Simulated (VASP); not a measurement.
# Hf (P6_3/mmc) in VASP: single point with PBEsol

Aim: the single point of Hf with PBEsol.

Everything below comes from runs of VASP 6.6.1. Logs are shortened: lines on timing, memory, paths and dates and some standing lists are left out, and cuts for length are marked.

## Step 1: The cell of the first run

It takes space group P6_3/mmc (No. 194, hexagonal). Conventional cell: a = 3.159 Å, b = 3.159 Å, c = 4.999 Å, α = 90.00°, β = 90.00°, γ = 120.00°. Hf (site symmetry -6m2) has 12 Hf at 3.09 to 3.16 Å within 4.1 Å.

## Step 2: Single point, PBEsol

Input file INCAR:

```
SYSTEM = Hf
ALGO     = Normal         ! electronic algorithm
EDIFF    = 1E-6           ! SCF threshold, eV
ENCUT    = 520            ! plane-wave cutoff, eV
GGA      = PS             ! functional
ISIF     = 2              ! what is computed and relaxed
ISMEAR   = -1             ! smearing method
LASPH    = .TRUE.         ! aspherical terms in the spheres
LCHARG   = .FALSE.        ! write CHGCAR
LREAL    = .FALSE.        ! projectors in reciprocal space
LWAVE    = .FALSE.        ! write WAVECAR
NBANDS   = 28             ! bands
NELM     = 100            ! most SCF steps
PREC     = Accurate       ! precision mode
SIGMA    = 0.05           ! smearing width, eV
```

Input file KPOINTS:

```
k-points
0
G
  10 7 6
  0 0 0
```

Input file POSCAR:

```
Hf
1.0
   -1.5794576015      2.7357008142      0.0000000000
    0.0000000000      0.0000000000      4.9985932680
    4.7383728046      2.7357008142      0.0000000000
Hf
4
Direct
    0.5000000000      0.2500000000      0.1666666670
    0.0000000000      0.2500000000      0.6666666670
    0.0000000000      0.7500000000      0.3333333330
    0.5000000000      0.7500000000      0.8333333330
```

Potentials or basis: VASP PAW PBE potentials, release 64 (Hf_pv).

On the command line:

```console
$ cat potpaw_PBE.64/Hf_pv/POTCAR > POTCAR
$ mpirun -np 1 vasp_std > vasp.out
```

OUTCAR:

```text
SYSTEM = Hf
   EDIFF = 1E-6
   ENCUT = 520
   GGA = PS
   ISIF = 2
   ISMEAR = -1
   LASPH = .TRUE.
   LREAL = .FALSE.
   NELM = 100
   PREC = Accurate

 ion  position               nearest neighbor table
   1  0.500  0.250  0.167-   3 3.09   3 3.09   3 3.09   3 3.09   4 3.09   4 3.09   2 3.16   2 3.16
                             2 3.16   2 3.16
   2  0.000  0.250  0.667-   4 3.09   4 3.09   4 3.09   4 3.09   3 3.09   3 3.09   1 3.16   1 3.16
                             1 3.16   1 3.16
   3  0.000  0.750  0.333-   1 3.09   1 3.09   1 3.09   1 3.09   2 3.09   2 3.09   4 3.16   4 3.16
                             4 3.16   4 3.16
   4  0.500  0.750  0.833-   2 3.09   2 3.09   2 3.09   2 3.09   1 3.09   1 3.09   3 3.16   3 3.16
                             3 3.16   3 3.16

  LATTYP: Found a simple orthorhombic cell.
 ALAT       =     3.1589152030
 B/A-ratio  =     1.5823765270
 C/A-ratio  =     1.7320508076

  Lattice vectors:

 A1 = (  -1.5794576015,   2.7357008142,   0.0000000000)
 A2 = (   0.0000000000,   0.0000000000,   4.9985932680)
 A3 = (   4.7383728046,   2.7357008142,   0.0000000000)

Analysis of symmetry for initial positions (statically):
=====================================================================
 Subroutine PRICEL returns following result:

  LATTYP: Found a hexagonal cell.
 ALAT       =     3.1589152030
 C/A-ratio  =     1.5823765270

  Lattice vectors:

 A1 = (   1.5794576016,   2.7357008142,   0.0000000000)
 A2 = (  -3.1589152031,   0.0000000000,   0.0000000000)
 A3 = (   0.0000000000,   0.0000000000,   4.9985932680)

   2 primitive cells build up your supercell.

 Routine SETGRP: Setting up the symmetry group for a
 simple orthorhombic supercell.

 Subroutine GETGRP returns: Found  8 space group operations
 (whereof  4 operations were pure point group operations)
 out of a pool of  8 trial point group operations.

The static configuration has the point symmetry C_2h.
 The point group associated with its full space group is D_2h.

Analysis of symmetry for dynamics (positions and initial velocities):
=====================================================================
 Subroutine PRICEL returns following result:

  LATTYP: Found a hexagonal cell.
 ALAT       =     3.1589152030
 C/A-ratio  =     1.5823765270

  Lattice vectors:

 A1 = (   1.5794576016,   2.7357008142,   0.0000000000)
 A2 = (  -3.1589152031,   0.0000000000,   0.0000000000)
 A3 = (   0.0000000000,   0.0000000000,   4.9985932680)

   2 primitive cells build up your supercell.

 Routine SETGRP: Setting up the symmetry group for a
 simple orthorhombic supercell.

 Subroutine GETGRP returns: Found  8 space group operations
 (whereof  4 operations were pure point group operations)
 out of a pool of  8 trial point group operations.

The dynamic configuration has the point symmetry C_2h.
 The point group associated with its full space group is D_2h.

 Subroutine INISYM returns: Found  8 space group operations
 (whereof  4 operations are pure point group operations),
 and found     2 'primitive' translations

----------------------------------------------------------------------------------------

                                     Primitive cell

  volume of cell :      43.1971

  direct lattice vectors                    reciprocal lattice vectors
     1.579457602  2.735700814  0.000000000     0.000000000  0.365537048  0.000000000
    -3.158915203  0.000000000  0.000000000    -0.316564370  0.182768524  0.000000000
     0.000000000  0.000000000  4.998593268     0.000000000  0.000000000  0.200056285

  length of vectors
     3.158915203  3.158915203  4.998593268     0.365537048  0.365537048  0.200056285

  position of ions in fractional coordinates (direct lattice)
     0.666666667  0.333333333  0.250000000
     0.333333333  0.666666667  0.750000000

  ion indices of the primitive-cell ions
   primitive index   ion index
                 1           1
                 2           4

----------------------------------------------------------------------------------------

 KPOINTS: k-points

Automatic generation of k-mesh.
 Grid dimensions read from file:
 generate k-points for:   10    7    6

 Generating k-lattice:

  Cartesian coordinates                     Fractional coordinates (reciprocal lattice)
    -0.015828218  0.027415279  0.000000000     0.100000000  0.000000000  0.000000000
     0.000000000  0.000000000  0.028579469     0.000000000  0.142857143  0.000000000
     0.026380364  0.015230710  0.000000000     0.000000000  0.000000000  0.166666667

  Length of vectors
     0.031656437  0.028579469  0.030461421

  Shift w.r.t. Gamma in fractional coordinates (k-lattice)
     0.000000000  0.000000000  0.000000000

 Subroutine IBZKPT returns following result:
 ===========================================

 Found     96 irreducible k-points:

 Following reciprocal coordinates:
            Coordinates               Weight
  0.000000  0.000000  0.000000      1.000000
  0.100000  0.000000 -0.000000      2.000000
  0.200000  0.000000 -0.000000      2.000000
  0.300000  0.000000  0.000000      2.000000
  0.400000  0.000000  0.000000      2.000000
  0.500000  0.000000  0.000000      1.000000
[... 16 lines left out ...]
  0.400000  0.428571  0.000000      4.000000
  0.500000  0.428571  0.000000      2.000000
 [... further k-points ...]
   k-points           NKPTS =     96   k-points in BZ     NKDIM =     96   number of bands    NBANDS=     28
   number of dos      NEDOS =    301   number of ions     NIONS =      4
   total plane-waves  NPLWV =  40320
   dimension x,y,z NGX =    24 NGY =   40 NGZ =   42
   dimension x,y,z NGXF=    48 NGYF=   80 NGZF=   84
   ions per type =               4
   NGX,Y,Z   is equivalent  to a cutoff of  12.63, 13.30, 12.76 a.u.
   NGXF,Y,Z  is equivalent  to a cutoff of  25.26, 26.61, 25.52 a.u.
 SYSTEM =  Hf
   PREC   = accura    normal or accurate (medium, high low for compatibility)
   ISTART =      0    job   : 0-new  1-cont  2-samecut
   ICHARG =      2    charge: 1-file 2-atom 10-const
   ISPIN  =      1    spin polarized calculation?
   LNONCOLLINEAR =      F non collinear calculations
   LSORBIT =      F    spin-orbit coupling
   LASPH  =      T    aspherical Exc in radial PAW
   ENCUT  =  520.0 eV  38.22 Ry    6.18 a.u.   5.87  9.29 10.17*2*pi/ulx,y,z
   NELM   =    100;   NELMIN=  2; NELMDL= -5     # of ELM steps
   EDIFF  = 0.1E-05   stopping-criterion for ELM
   LREAL  =      F    real-space projection
   EDIFFG = 0.1E-04   stopping-criterion for IOM
   NSW    =      0    number of steps for IOM
   IBRION =     -1    ionic relax: 0-MD 1-quasi-New 2-CG
   NFREE  =      0    steps in history (QN), initial steepest desc. (CG)
   ISIF   =      2    stress and relaxation
   ISYM   =      2    0-nonsym 1-usesym 2-fastsym
   POTIM  = 0.5000    time-step for ionic-motion
   TEBEG  =    0.0;   TEEND  =   0.0 temperature during run
   PSTRESS=    0.0 pullay stress
   NELECT =      40.0000    total number of electrons
   NUPDOWN=      -1.0000    fix difference up-down
   EMIN   =  10.00;   EMAX   =-10.00  energy-range for DOS
   EFERMI =   0.00;   METHOD = LEGACY
   ISMEAR =    -1;   SIGMA  =   0.05  broadening in eV -4-tet -1-fermi 0-gaus
   EFERMI_NEDOS =   21; number of points for ismear=-14 and -15
   IALGO  =     38    algorithm
   IMIX   =      4    mixing-type and parameters
     AMIX     =   0.40;   BMIX     =  1.00
     AMIX_MAG =   1.60;   BMIX_MAG =  1.00
  volume/ion in A,a.u.               =      21.60       145.75
  Fermi-wavevector in a.u.,A,eV,Ry     =   1.266485  2.393310 21.823530  1.603984
  Thomas-Fermi vector in A             =   2.399683
   LORBIT       =      0    0 simple, 1 ext, 2 COOP (PROOUT), +10 PAW based schemes
   GGA     = PS    functional components
   LHFCALC =     F    Hartree Fock is set to
   AEXX    =    0.0000 exact exchange contribution
   IVDW    =     0    specifies the selected vdW correction
   LEPSILON=     F    determine dielectric tensor
   LRPA    =     F    only Hartree local field effects (RPA)
 non-spin polarized calculation
  energy-cutoff  :      520.00
  volume of cell :       86.39
 maximum number of plane-waves:      2356
 NGX is ok and might be reduce to    24
   NGX = 11   NGY = 19   NGZ = 21

 number of electron      39.9999991 magnetization

 Free energy of the ion-electron system (eV)
  ---------------------------------------------------
  ext. energy  EPLUGINS =         0.00000000
  ---------------------------------------------------
  free energy    TOTEN  =       -42.02413539 eV

  energy without entropy =      -41.99879943  energy(sigma->0) =      -42.01146741

 E-fermi :   5.0065     XC(G=0): -11.5527

 val. band max:        5.0047249417   @ k =   0.0000   0.4286   0.0000
 cond. band min:       5.0161948369   @ k =   0.3000   0.2857   0.0000
 fundamental gap:      0.0114698952
 Fermi energy:         5.0064909973

 k-point     1 :       0.0000    0.0000    0.0000
  band No.  band energies     occupation
      1     -26.0042      2.00000
      2     -25.8096      2.00000
      3     -25.6428      2.00000
      4     -25.5891      2.00000
      5     -25.3602      2.00000
      6     -25.2717      2.00000
[... 20 lines left out ...]
     27       7.0397      0.00000
     28       7.6973      0.00000

 k-point     2 :       0.1000    0.0000   -0.0000
  band No.  band energies     occupation
      1     -25.9823      2.00000
      2     -25.7917      2.00000
      3     -25.6260      2.00000
      4     -25.5718      2.00000
      5     -25.3938      2.00000
      6     -25.2850      2.00000
[... 20 lines left out ...]
     27       7.2610      0.00000
     28       7.3650      0.00000

 k-point     3 :       0.2000    0.0000   -0.0000
  band No.  band energies     occupation
      1     -25.9196      2.00000
      2     -25.7436      2.00000
      3     -25.5808      2.00000
      4     -25.5225      2.00000
      5     -25.4750      2.00000
      6     -25.3251      2.00000
[... 20 lines left out ...]
     27       7.2334      0.00000
     28       7.3582      0.00000

 k-point     4 :       0.3000    0.0000    0.0000
  band No.  band energies     occupation
      1     -25.8250      2.00000
      2     -25.6945      2.00000
      3     -25.5402      2.00000
      4     -25.5374      2.00000
      5     -25.4540      2.00000
      6     -25.4483      2.00000
[... 20 lines left out ...]
     27       7.9082      0.00000
     28       8.2319      0.00000

 k-point     5 :       0.4000    0.0000    0.0000
  band No.  band energies     occupation
      1     -25.7113      2.00000
      2     -25.6964      2.00000
      3     -25.5794      2.00000
      4     -25.5701      2.00000
      5     -25.5588      2.00000
      6     -25.5010      2.00000
[... 20 lines left out ...]
     27       8.5706      0.00000
     28       9.5713      0.00000

 k-point     6 :       0.5000    0.0000    0.0000
  band No.  band energies     occupation
      1     -25.6747      2.00000
      2     -25.6747      2.00000
      3     -25.5993      2.00000
      4     -25.5993      2.00000
      5     -25.5928      2.00000
      6     -25.5928      2.00000
[... 463 lines left out ...]
      5     -25.4724      2.00000
      6     -25.4105      2.00000
[... 20 lines left out ...]
     27       7.3941      0.00000
     28       8.0242      0.00000

 k-point    22 :       0.3000    0.4286    0.0000
  band No.  band energies     occupation
      1     -25.7742      2.00000
      2     -25.7661      2.00000
      3     -25.7008      2.00000
      4     -25.6046      2.00000
      5     -25.5620      2.00000
      6     -25.4933      2.00000
[... 20 lines left out ...]
     27       7.4016      0.00000
     28       7.9248      0.00000

 k-point    23 :       0.4000    0.4286    0.0000
  band No.  band energies     occupation
      1     -25.7819      2.00000
      2     -25.7720      2.00000
      3     -25.7635      2.00000
      4     -25.7126      2.00000
      5     -25.5419      2.00000
      6     -25.4777      2.00000
[... 20 lines left out ...]
     27       7.6587      0.00000
     28       7.8672      0.00000

 k-point    24 :       0.5000    0.4286    0.0000
  band No.  band energies     occupation
      1     -25.7967      2.00000
      2     -25.7967      2.00000
      3     -25.7723      2.00000
      4     -25.7723      2.00000
      5     -25.4469      2.00000
      6     -25.4469      2.00000
[... 20 lines left out ...]
     27       7.6819      0.00000
     28       7.6819      0.00000

 [... further k-points ...]
[... 5 lines left out ...]
  --------------------------------------------------------------------------------------
  -------------------------------------------------------------------------------------
  Total       -0.1991282     -0.1462410     -0.3527747     -0.0458017      0.0000000      0.0000000
  in kB       -3.6928275     -2.7120353     -6.5421975     -0.8493910      0.0000000      0.0000000
  external PRESSURE =      -4.3156868 kB  Pullay stress =       0.0000000 kB

 VOLUME and BASIS-vectors are now :
 -----------------------------------------------------------------------------
  energy-cutoff  :      520.00
  volume of cell :       86.39
      direct lattice vectors                 reciprocal lattice vectors
    -1.579457601  2.735700814  0.000000000    -0.158282185  0.274152786  0.000000000
     0.000000000  0.000000000  4.998593268     0.000000000  0.000000000  0.200056285
     4.738372805  2.735700814  0.000000000     0.158282185  0.091384262  0.000000000

 POSITION                                       TOTAL-FORCE (eV/Angst)
 -----------------------------------------------------------------------------------
      0.00000      1.82380      1.24965        -0.003139     -0.001812     -0.000000
      3.15892      1.82380      1.24965        -0.003139     -0.001812     -0.000000
      1.57946      0.91190      3.74894         0.003139      0.001812      0.000000
      3.15892      3.64760      3.74894         0.003139      0.001812      0.000000
 -----------------------------------------------------------------------------------
    total drift:                                0.000000      0.000000     -0.000000

  FREE ENERGIE OF THE ION-ELECTRON SYSTEM (eV)
  ---------------------------------------------------
  free  energy   TOTEN  =       -42.0241353885 eV

  energy  without entropy=      -41.9987994282  energy(sigma->0) =      -42.01146741
```

It took 2.3 min on 1 thread of Intel Xeon Platinum 8559C (Emerald Rapids), shared host; peak memory 0.3 GiB.

Results:

```yaml
Free_energy: -42.0241 eV
Pressure: -0.4 GPa
Largest_force: 0.004 eV/Å
Band_gap_on_the_k_mesh: zero (bands 20 and 21 overlap by 1.26 eV)
```

Forces in eV/Å, atoms in the order of the input:
```
Hf  -0.003 -0.002  0.000
Hf  -0.003 -0.002  0.000
Hf   0.003  0.002  0.000
Hf   0.003  0.002  0.000
```

Levels at points of the mesh, in eV from the Fermi level:
```
           k point  band 16  band 17  band 18  band 19  band 20  band 21  band 22  band 23  band 24  band 25
(0.00, 0.00, 0.00)    -2.88    -2.34    -0.73     0.76     0.79     0.91     1.17     1.17     1.46     1.74
(0.50, 0.00, 0.00)    -2.10    -1.61    -1.61    -1.44    -1.44     0.26     0.26     0.99     0.99     1.35
(0.00, 0.00, 0.50)    -2.45    -1.06    -1.06    -0.58    -0.58     0.79     0.79     1.52     1.52     1.52
(0.50, 0.00, 0.50)    -2.88    -2.34    -2.34    -0.73    -0.73     0.76     0.76     0.91     0.91     1.74
```

Caveat: the PAW data sets were made with another functional, which shifts forces and pressure a little; spin-orbit coupling is left out, which moves the levels of the heavy elements.
